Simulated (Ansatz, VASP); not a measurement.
Sn in VASP and in Ansatz

```
CELL_PARAMETERS angstrom
-2.85753 2.85753 1.59065
2.85753 -2.85753 1.59065
2.85753 2.85753 -1.59065
ATOMIC_POSITIONS crystal
Sn 0.00000 0.00000 0.00000
Sn 0.75000 0.25000 0.50000
```

Change from the starting cell: equal xx and yy strain of -2 %.

Alike in both runs: task single point; functional PBE; k mesh 15 × 15 × 15; occupations fermi-dirac, width 0.05 eV; no spin polarisation.

```csv
,VASP,Ansatz
version,VASP 6.6.1,Ansatz 0.2.0
potentials or method,"VASP PAW PBE potentials, release 64 (Sn_d), cutoff 520 eV","all-electron LAPW, scalar-relativistic"
```

Ansatz gave:

- pressure (GPa): 5.4
- traceless stress, the component that is largest in VASP (GPa): -1.61

Q: Estimate VASP's values.

A: Pressure (GPa): 5.3; traceless stress, the component that is largest in VASP (GPa): -1.61.

Ansatz ran all-electron here, and VASP with PAW potentials.
